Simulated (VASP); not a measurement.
# HfN (F-43m) in VASP: notebook

Runs on HfN. Level: r2SCAN. Tasks: single point.

All numbers are computed with VASP 6.6.1; they aren't measurements. Logs are shortened: lines on timing, memory, paths and dates and some standing lists are left out, and cuts for length are marked.

## Step 1: The cell of the first run

It takes space group F-43m (No. 216, cubic). Conventional cell: a = 4.892 Å, b = 4.892 Å, c = 4.892 Å, α = 90.00°, β = 90.00°, γ = 90.00°. Hf (site symmetry -43m) has 4 N at 2.12 Å within 2.8 Å. Within 2.8 Å of N (site symmetry -43m) lie 4 Hf at 2.12 Å.

## Step 2: Single point, r2SCAN

POSCAR reads:

```
HfN
1.0
    0.0000000000      2.4458088211      2.4458088211
    2.4458088211      0.0000000000      2.4458088211
    2.4458088211      2.4458088211      0.0000000000
Hf N
1 1
Direct
    0.0000000000      0.0000000000      0.0000000000
    0.7500000000      0.7500000000      0.7500000000
```

INCAR.step1 reads:

```
SYSTEM = HfN
ALGO     = Normal         ! electronic algorithm
EDIFF    = 1E-4           ! SCF threshold, eV
ENCUT    = 520            ! plane-wave cutoff, eV
GGA      = PE             ! functional
ISMEAR   = 0              ! smearing method
LASPH    = .True.         ! aspherical terms in the spheres
LCHARG   = .False.        ! write CHGCAR
LREAL    = .False.        ! projectors in reciprocal space
LWAVE    = .True.         ! write WAVECAR
NBANDS   = 14             ! bands
NELM     = 80             ! most SCF steps
PREC     = Accurate       ! precision mode
SIGMA    = 0.1            ! smearing width, eV
```

INCAR.step2 reads:

```
SYSTEM = HfN
ALGO     = Normal         ! electronic algorithm
EDIFF    = 1E-6           ! SCF threshold, eV
ENCUT    = 520            ! plane-wave cutoff, eV
ISIF     = 2              ! what is computed and relaxed
ISMEAR   = 0              ! smearing method
ISTART   = 1            
LASPH    = .True.         ! aspherical terms in the spheres
LCHARG   = .False.        ! write CHGCAR
LMIXTAU  = .True.       
LREAL    = .False.        ! projectors in reciprocal space
LWAVE    = .False.        ! write WAVECAR
METAGGA  = R2SCAN         ! meta-GGA
NBANDS   = 14             ! bands
NELM     = 80             ! most SCF steps
PREC     = Accurate       ! precision mode
SIGMA    = 0.1            ! smearing width, eV
```

KPOINTS reads:

```
k-points
0
Gamma
  14 14 14
  0 0 0
```

Potentials or basis: VASP PAW PBE potentials, release 64 (Hf_pv, N).

Command:

```console
$ cat potpaw_PBE.64/Hf_pv/POTCAR potpaw_PBE.64/N/POTCAR > POTCAR
$ cp INCAR.step1 INCAR
$ mpirun -np 1 vasp_std > vasp.out
$ cp INCAR.step2 INCAR
$ mpirun -np 1 vasp_std > vasp.out
```

OUTCAR:

```text
SYSTEM = HfN
   EDIFF = 1E-6
   ENCUT = 520
   ISIF = 2
   ISMEAR = 0
   ISTART = 1
   LASPH = .True.
   LREAL = .False.
   METAGGA = R2SCAN
   NELM = 80
   PREC = Accurate

 ion  position               nearest neighbor table
   1  0.000  0.000  0.000-   2 2.12   2 2.12   2 2.12   2 2.12
   2  0.750  0.750  0.750-   1 2.12   1 2.12   1 2.12   1 2.12

  LATTYP: Found a face centered cubic cell.
 ALAT       =     4.8916176422

  Lattice vectors:

 A1 = (   0.0000000000,   2.4458088211,   2.4458088211)
 A2 = (   2.4458088211,   0.0000000000,   2.4458088211)
 A3 = (   2.4458088211,   2.4458088211,   0.0000000000)

Analysis of symmetry for initial positions (statically):
=====================================================================
 Subroutine PRICEL returns:
 Original cell was already a primitive cell.

 Routine SETGRP: Setting up the symmetry group for a
 face centered cubic supercell.

 Subroutine GETGRP returns: Found 24 space group operations
 (whereof 24 operations were pure point group operations)
 out of a pool of 48 trial point group operations.

The static configuration has the point symmetry T_d .

Analysis of symmetry for dynamics (positions and initial velocities):
=====================================================================
 Subroutine PRICEL returns:
 Original cell was already a primitive cell.

 Routine SETGRP: Setting up the symmetry group for a
 face centered cubic supercell.

 Subroutine GETGRP returns: Found 24 space group operations
 (whereof 24 operations were pure point group operations)
 out of a pool of 48 trial point group operations.

The dynamic configuration has the point symmetry T_d .

 Subroutine INISYM returns: Found 24 space group operations
 (whereof 24 operations are pure point group operations),
 and found     1 'primitive' translations

----------------------------------------------------------------------------------------

                                     Primitive cell

  volume of cell :      29.2616

  direct lattice vectors                    reciprocal lattice vectors
     0.000000000  2.445808821  2.445808821    -0.204431350  0.204431350  0.204431350
     2.445808821  0.000000000  2.445808821     0.204431350 -0.204431350  0.204431350
     2.445808821  2.445808821  0.000000000     0.204431350  0.204431350 -0.204431350

  length of vectors
     3.458896006  3.458896006  3.458896006     0.354085485  0.354085485  0.354085485

  position of ions in fractional coordinates (direct lattice)
     0.000000000  0.000000000  0.000000000
     0.750000000  0.750000000  0.750000000

  ion indices of the primitive-cell ions
   primitive index   ion index
                 1           1
                 2           2

----------------------------------------------------------------------------------------

 KPOINTS: k-points

Automatic generation of k-mesh.
 Grid dimensions read from file:
 generate k-points for:   14   14   14

 Generating k-lattice:

  Cartesian coordinates                     Fractional coordinates (reciprocal lattice)
    -0.014602239  0.014602239  0.014602239     0.071428571  0.000000000  0.000000000
     0.014602239 -0.014602239  0.014602239     0.000000000  0.071428571  0.000000000
     0.014602239  0.014602239 -0.014602239     0.000000000  0.000000000  0.071428571

  Length of vectors
     0.025291820  0.025291820  0.025291820

  Shift w.r.t. Gamma in fractional coordinates (k-lattice)
     0.000000000  0.000000000  0.000000000

 Subroutine IBZKPT returns following result:
 ===========================================

 Found    104 irreducible k-points:

 Following reciprocal coordinates:
            Coordinates               Weight
  0.000000  0.000000  0.000000      1.000000
  0.071429  0.000000  0.000000      8.000000
  0.142857  0.000000  0.000000      8.000000
  0.214286  0.000000  0.000000      8.000000
  0.285714  0.000000  0.000000      8.000000
  0.357143  0.000000  0.000000      8.000000
[... 16 lines left out ...]
  0.214286  0.142857  0.000000     24.000000
  0.285714  0.142857  0.000000     24.000000
 [... further k-points ...]
   k-points           NKPTS =    104   k-points in BZ     NKDIM =    104   number of bands    NBANDS=     14
   number of dos      NEDOS =    301   number of ions     NIONS =      2
   total plane-waves  NPLWV =  21952
   dimension x,y,z NGX =    28 NGY =   28 NGZ =   28
   dimension x,y,z NGXF=    56 NGYF=   56 NGZF=   56
   ions per type =               1   1
   NGX,Y,Z   is equivalent  to a cutoff of  13.46, 13.46, 13.46 a.u.
   NGXF,Y,Z  is equivalent  to a cutoff of  26.92, 26.92, 26.92 a.u.
 SYSTEM =  HfN
   PREC   = accura    normal or accurate (medium, high low for compatibility)
   ISTART =      1    job   : 0-new  1-cont  2-samecut
   ICHARG =      0    charge: 1-file 2-atom 10-const
   ISPIN  =      1    spin polarized calculation?
   LNONCOLLINEAR =      F non collinear calculations
   LSORBIT =      F    spin-orbit coupling
   LASPH  =      T    aspherical Exc in radial PAW
   ENCUT  =  520.0 eV  38.22 Ry    6.18 a.u.   6.43  6.43  6.43*2*pi/ulx,y,z
   NELM   =     80;   NELMIN=  2; NELMDL=  0     # of ELM steps
   EDIFF  = 0.1E-05   stopping-criterion for ELM
   LREAL  =      F    real-space projection
   EDIFFG = 0.1E-04   stopping-criterion for IOM
   NSW    =      0    number of steps for IOM
   IBRION =     -1    ionic relax: 0-MD 1-quasi-New 2-CG
   NFREE  =      0    steps in history (QN), initial steepest desc. (CG)
   ISIF   =      2    stress and relaxation
   ISYM   =      2    0-nonsym 1-usesym 2-fastsym
   POTIM  = 0.5000    time-step for ionic-motion
   TEBEG  =    0.0;   TEEND  =   0.0 temperature during run
   PSTRESS=    0.0 pullay stress
   NELECT =      15.0000    total number of electrons
   NUPDOWN=      -1.0000    fix difference up-down
   EMIN   =  10.00;   EMAX   =-10.00  energy-range for DOS
   EFERMI =   0.00;   METHOD = LEGACY
   ISMEAR =     0;   SIGMA  =   0.10  broadening in eV -4-tet -1-fermi 0-gaus
   EFERMI_NEDOS =   21; number of points for ismear=-14 and -15
   IALGO  =     38    algorithm
   IMIX   =      4    mixing-type and parameters
     AMIX     =   0.40;   BMIX     =  1.00
     AMIX_MAG =   1.60;   BMIX_MAG =  1.00
  volume/ion in A,a.u.               =      14.63        98.73
  Fermi-wavevector in a.u.,A,eV,Ry     =   1.310205  2.475929 23.356283  1.716638
  Thomas-Fermi vector in A             =   2.440752
   LORBIT       =      0    0 simple, 1 ext, 2 COOP (PROOUT), +10 PAW based schemes
   METAGGA = R2SCAN    functional components
   LHFCALC =     F    Hartree Fock is set to
   AEXX    =    0.0000 exact exchange contribution
   IVDW    =     0    specifies the selected vdW correction
   LEPSILON=     F    determine dielectric tensor
   LRPA    =     F    only Hartree local field effects (RPA)
 non-spin polarized calculation
 Gauss-broadening in eV      SIGMA  =   0.10
  energy-cutoff  :      520.00
  volume of cell :       29.26
 maximum number of plane-waves:       802
 NGX is ok and might be reduce to    28
   NGX = 13   NGY = 13   NGZ = 13

 number of electron      15.0000002 magnetization

 Free energy of the ion-electron system (eV)
  ---------------------------------------------------
  ext. energy  EPLUGINS =         0.00000000
  ---------------------------------------------------
  free energy    TOTEN  =       -57.71685407 eV

  energy without entropy =      -57.71368534  energy(sigma->0) =      -57.71526971

 E-fermi :   5.9002     XC(G=0): -12.0046

 val. band max:        5.8820812751   @ k =  -0.2857   0.2857   0.0714
 cond. band min:       5.9352224955   @ k =  -0.0714   0.0714   0.0000
 fundamental gap:      0.0531412204
 Fermi energy:         5.9002471465

 k-point     1 :       0.0000    0.0000    0.0000
  band No.  band energies     occupation
      1     -26.4436      2.00000
      2     -26.4436      2.00000
      3     -26.4436      2.00000
      4     -11.4328      2.00000
      5      -0.0002      2.00000
      6      -0.0002      2.00000
      7      -0.0002      2.00000
      8       5.2090      2.00000
      9       8.3556      0.00000
     10       8.3556      0.00000
     11      12.8498      0.00000
     12      12.8498      0.00000
     13      12.8498      0.00000
     14      17.1205      0.00000

 k-point     2 :       0.0714    0.0000    0.0000
  band No.  band energies     occupation
      1     -26.4704      2.00000
      2     -26.4470      2.00000
      3     -26.4470      2.00000
      4     -11.3713      2.00000
      5      -0.1180      2.00000
      6       0.0390      2.00000
      7       0.0390      2.00000
      8       5.5008      2.00000
      9       8.2616      0.00000
     10       8.2616      0.00000
     11      12.6981      0.00000
     12      12.9815      0.00000
     13      12.9815      0.00000
     14      17.1204      0.00000

 k-point     3 :       0.1429    0.0000    0.0000
  band No.  band energies     occupation
      1     -26.5446      2.00000
      2     -26.4564      2.00000
      3     -26.4564      2.00000
      4     -11.2020      2.00000
      5      -0.3643      2.00000
      6       0.1461      2.00000
      7       0.1461      2.00000
      8       6.2336      0.00000
      9       8.0681      0.00000
     10       8.0681      0.00000
     11      12.3391      0.00000
     12      13.2340      0.00000
     13      13.2340      0.00000
     14      17.1199      0.00000
[... 324 lines left out ...]
 k-point    23 :       0.2143    0.1429    0.0000
  band No.  band energies     occupation
      1     -26.6165      2.00000
      2     -26.4922      2.00000
      3     -26.4895      2.00000
      4     -10.9468      2.00000
      5      -0.7892      2.00000
      6       0.4173      2.00000
      7       0.4379      2.00000
      8       6.6235      0.00000
      9       7.5085      0.00000
     10       8.7431      0.00000
     11      12.4827      0.00000
     12      12.9018      0.00000
     13      13.3051      0.00000
     14      17.1189      0.00000

 k-point    24 :       0.2857    0.1429    0.0000
  band No.  band energies     occupation
      1     -26.7094      2.00000
      2     -26.5087      2.00000
      3     -26.5063      2.00000
      4     -10.7272      2.00000
      5      -0.8599      2.00000
      6       0.5328      2.00000
      7       0.6056      2.00000
      8       6.5157      0.00000
      9       8.1023      0.00000
     10       8.8213      0.00000
     11      11.9992      0.00000
     12      12.6837      0.00000
     13      13.4300      0.00000
     14      16.0090      0.00000

 [... further k-points ...]
[... 5 lines left out ...]
  --------------------------------------------------------------------------------------
  -------------------------------------------------------------------------------------
  Total       -0.2500792     -0.2500792     -0.2500792     -0.0000000     -0.0000000      0.0000000
  in kB      -13.6927473    -13.6927473    -13.6927473     -0.0000000     -0.0000000      0.0000000
  external PRESSURE =     -13.6927473 kB  Pullay stress =       0.0000000 kB

 VOLUME and BASIS-vectors are now :
 -----------------------------------------------------------------------------
  energy-cutoff  :      520.00
  volume of cell :       29.26
      direct lattice vectors                 reciprocal lattice vectors
     0.000000000  2.445808821  2.445808821    -0.204431350  0.204431350  0.204431350
     2.445808821  0.000000000  2.445808821     0.204431350 -0.204431350  0.204431350
     2.445808821  2.445808821  0.000000000     0.204431350  0.204431350 -0.204431350

 POSITION                                       TOTAL-FORCE (eV/Angst)
 -----------------------------------------------------------------------------------
      0.00000      0.00000      0.00000        -0.000000     -0.000000     -0.000000
      3.66871      3.66871      3.66871         0.000000      0.000000      0.000000
 -----------------------------------------------------------------------------------
    total drift:                               -0.000000     -0.000000     -0.000001

  FREE ENERGIE OF THE ION-ELECTRON SYSTEM (eV)
  ---------------------------------------------------
  free  energy   TOTEN  =       -57.7168540734 eV

  energy  without entropy=      -57.7136853387  energy(sigma->0) =      -57.71526971
```

Run time: 2.2 min. Hardware: 1 thread of Intel Xeon Platinum 8259CL at 2.50GHz (Skylake/Cascade Lake), shared host; peak memory 0.2 GiB.

Results:

```
Free energy : -57.7169 eV
Pressure    : -1.4 GPa
```

Caveat: the PAW data sets were made with another functional, which shifts forces and pressure a little; spin-orbit coupling is left out, which moves the levels of the heavy elements.

## Step 3: Single point, r2SCAN

POSCAR reads:

```
HfN
1.0
    0.0000000000      2.4458088209      2.4458088209
    2.4458088209      0.0000000000      2.4458088209
    2.4458088209      2.4458088209      0.0000000000
Hf N
1 1
Direct
    0.0000000000      0.0000000000      0.0000000000
    0.7500000000      0.7500000000      0.7500000000
```

INCAR.step1 reads:

```
SYSTEM = HfN
ALGO = Normal
EDIFF = 1E-4
ENCUT = 520
GGA = PE
ISMEAR = 0
LASPH = .TRUE.
LCHARG = .FALSE.
LREAL = .FALSE.
LWAVE = .TRUE.
NBANDS = 14
NELM = 60
PREC = Accurate
SIGMA = 0.15
```

INCAR.step2 reads:

```
SYSTEM = HfN
ALGO = Normal
EDIFF = 1E-6
ENCUT = 520
ISIF = 2
ISMEAR = 0
ISTART = 1
LASPH = .TRUE.
LCHARG = .FALSE.
LMIXTAU = .TRUE.
LREAL = .FALSE.
LWAVE = .FALSE.
METAGGA = R2SCAN
NBANDS = 14
NELM = 60
PREC = Accurate
SIGMA = 0.15
```

KPOINTS reads:

```
k-points
0
G
  12 12 12
  0 0 0
```

Potentials or basis: VASP PAW PBE potentials, release 64 (Hf_pv, N).

Command:

```console
$ cat potpaw_PBE.64/Hf_pv/POTCAR potpaw_PBE.64/N/POTCAR > POTCAR
$ cp INCAR.step1 INCAR
$ mpirun -np 1 vasp_std > vasp.out
$ cp INCAR.step2 INCAR
$ mpirun -np 1 vasp_std > vasp.out
```

It took 2 min on 1 thread of Intel Xeon Platinum 8259CL at 2.50GHz (Skylake/Cascade Lake), shared host; peak memory 0.18 GiB.

Results (log left out):

- Free energy: -57.7153 eV
- Pressure: -1.2 GPa

Levels at points of the mesh, in eV from the Fermi level:
```
           k point  band 3  band 4  band 5  band 6  band 7  band 8  band 9  band 10  band 11  band 12
(0.00, 0.00, 0.00)  -32.33  -17.32   -5.88   -5.88   -5.88   -0.68    2.47     2.47     6.96     6.96
(0.50, 0.00, 0.00)  -32.40  -16.23   -6.12   -5.25   -5.25    1.56    3.00     3.00     4.71     5.51
(0.50, 0.50, 0.00)  -32.50  -15.86   -7.26   -3.97   -3.97   -1.30    2.49     4.36     4.89     4.89
```

Caveat: the PAW data sets were made with another functional, which shifts forces and pressure a little; spin-orbit coupling is left out, which moves the levels of the heavy elements.
